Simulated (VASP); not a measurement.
# W (I4/mmm) in VASP: notebook, part 2 of 2

VASP 6.6.1. The steps go on from the part before.

**3. Single point, PBE (strain -0.050 along x and y, +0.050 along z)**

The input, INCAR:

```
PREC = Accurate
ENCUT = 520
EDIFF = 1E-6
ISMEAR = -1
SIGMA = 0.4
LREAL = False
LASPH = True
NELM = 80
ALGO = Fast
ISIF = 2
LWAVE = False
LCHARG = False
GGA = PE
NBANDS = 13
```

The input, KPOINTS:

```
regular mesh
0
Gamma
  20 20 20
```

The input, POSCAR:

```
W
1.0
   -1.5174350000      1.5174350000      1.6771650000
    1.5174350000     -1.5174350000      1.6771650000
    1.5174350000      1.5174350000     -1.6771650000
W
1
Direct
    0.0000000000      0.0000000000      0.0000000000
```

Potentials or basis: VASP PAW PBE potentials, release 64 (W_sv).

The run is started by

```sh
> cat potpaw_PBE.64/W_sv/POTCAR > POTCAR
> mpirun -np 1 vasp_std > vasp.out
```

OUTCAR:

```text
PREC = Accurate
   ENCUT = 520
   EDIFF = 1E-6
   ISMEAR = -1
   LREAL = False
   LASPH = True
   NELM = 80
   ISIF = 2
   GGA = PE

 ion  position               nearest neighbor table
   1  0.000  0.000  0.000-

  LATTYP: Found a body centered tetragonal cell.
 ALAT       =     3.0348700000
 C/A-ratio  =     1.1052631579

  Lattice vectors:

 A1 = (  -1.5174350000,   1.5174350000,   1.6771650000)
 A2 = (   1.5174350000,  -1.5174350000,   1.6771650000)
 A3 = (   1.5174350000,   1.5174350000,  -1.6771650000)

Analysis of symmetry for initial positions (statically):
=====================================================================
 Subroutine PRICEL returns:
 Original cell was already a primitive cell.

 Routine SETGRP: Setting up the symmetry group for a
 body centered tetragonal supercell.

 Subroutine GETGRP returns: Found 16 space group operations
 (whereof 16 operations were pure point group operations)
 out of a pool of 16 trial point group operations.

The static configuration has the point symmetry D_4h.

Analysis of symmetry for dynamics (positions and initial velocities):
=====================================================================
 Subroutine PRICEL returns:
 Original cell was already a primitive cell.

 Routine SETGRP: Setting up the symmetry group for a
 body centered tetragonal supercell.

 Subroutine GETGRP returns: Found 16 space group operations
 (whereof 16 operations were pure point group operations)
 out of a pool of 16 trial point group operations.

The dynamic configuration has the point symmetry D_4h.

 Subroutine INISYM returns: Found 16 space group operations
 (whereof 16 operations are pure point group operations),
 and found     1 'primitive' translations

----------------------------------------------------------------------------------------

[... 110 lines left out ...]
     AMIX_MAG =   1.60;   BMIX_MAG =  1.00
  volume/ion in A,a.u.               =      15.45       104.24
  Fermi-wavevector in a.u.,A,eV,Ry     =   1.584281  2.993857 34.149888  2.509946
  Thomas-Fermi vector in A             =   2.683923
   LORBIT       =      0    0 simple, 1 ext, 2 COOP (PROOUT), +10 PAW based schemes
   GGA     = PE    functional components
   LHFCALC =     F    Hartree Fock is set to
   AEXX    =    0.0000 exact exchange contribution
   IVDW    =     0    specifies the selected vdW correction
   LEPSILON=     F    determine dielectric tensor
   LRPA    =     F    only Hartree local field effects (RPA)
 non-spin polarized calculation
 RMM-DIIS sequential band-by-band and
  energy-cutoff  :      520.00
  volume of cell :       15.45
 maximum number of plane-waves:       434
   NGX = 11   NGY = 11   NGZ = 11

 number of electron      14.0000001 magnetization

 Free energy of the ion-electron system (eV)
  ---------------------------------------------------
  ext. energy  EPLUGINS =         0.00000000
  ---------------------------------------------------
  free energy    TOTEN  =       -12.97128814 eV

  energy without entropy =      -12.63789480  energy(sigma->0) =      -12.80459147

 E-fermi :  11.7321     XC(G=0): -13.7815

 val. band max:       11.7304051418   @ k =  -0.1500   0.0500  -0.0000
 cond. band min:      11.7332682407   @ k =  -0.2500   0.4500   0.2500
 fundamental gap:      0.0028630989
 Fermi energy:        11.7320666663

 k-point     1 :       0.0000    0.0000    0.0000
  band No.  band energies     occupation
      1     -62.2790      2.00000
      2     -25.8183      2.00000
      3     -25.8021      2.00000
      4     -25.8021      2.00000
      5       2.0412      2.00000
      6      10.2537      1.95155
      7      10.2537      1.95155
      8      11.5245      1.25377
      9      13.1849      0.05156
     10      14.8787      0.00077
     11      25.2801      0.00000
     12      27.1498      0.00000
     13      27.1498      0.00000
[... 354 lines left out ...]
  band No.  band energies     occupation
      1     -62.1699      2.00000
      2     -26.8679      2.00000
      3     -26.1024      2.00000
      4     -25.8343      2.00000
      5       5.2834      2.00000
      6       9.1568      1.99681
      7      10.0612      1.96978
      8      13.0001      0.08061
      9      14.9117      0.00071
     10      15.3230      0.00025
     11      25.0097      0.00000
     12      26.5033      0.00000
     13      33.6737      0.00000

 [... further k-points ...]
[... 5 lines left out ...]
  --------------------------------------------------------------------------------------
  -------------------------------------------------------------------------------------
  Total        2.4848381      2.4848381      0.2168713      0.0000000      0.0000000      0.0000000
  in kB      257.7227180    257.7227180     22.4934840      0.0000000      0.0000000      0.0000000
  external PRESSURE =     179.3129733 kB  Pullay stress =       0.0000000 kB

 VOLUME and BASIS-vectors are now :
 -----------------------------------------------------------------------------
  energy-cutoff  :      520.00
  volume of cell :       15.45
      direct lattice vectors                 reciprocal lattice vectors
    -1.517435000  1.517435000  1.677165000     0.000000000  0.329503405  0.298122129
     1.517435000 -1.517435000  1.677165000     0.329503405  0.000000000  0.298122129
     1.517435000  1.517435000 -1.677165000     0.329503405  0.329503405  0.000000000

 POSITION                                       TOTAL-FORCE (eV/Angst)
 -----------------------------------------------------------------------------------
      0.00000      0.00000      0.00000        -0.000000      0.000000      0.000000
 -----------------------------------------------------------------------------------
    total drift:                                0.000000      0.000000      0.000000

  FREE ENERGIE OF THE ION-ELECTRON SYSTEM (eV)
  ---------------------------------------------------
  free  energy   TOTEN  =       -12.9712881416 eV

  energy  without entropy=      -12.6378948004  energy(sigma->0) =      -12.80459147
```

Wall time 2.4 min (1 thread of Intel Xeon Platinum 8175M at 2.50GHz (Skylake/Cascade Lake), shared host); peak memory 0.23 GiB.

Results:

```yaml
Free_energy: -12.9713 eV
Pressure: 17.9 GPa
Band_gap_on_the_k_mesh: zero (band 7 reaches 16.94 eV, above the bottom of band 8 at 10.87 eV)
```

Caveat: the cell differs from its parent crystal (strain -0.050 along x and y, +0.050 along z); spin-orbit coupling is left out, which moves the levels of the heavy elements.
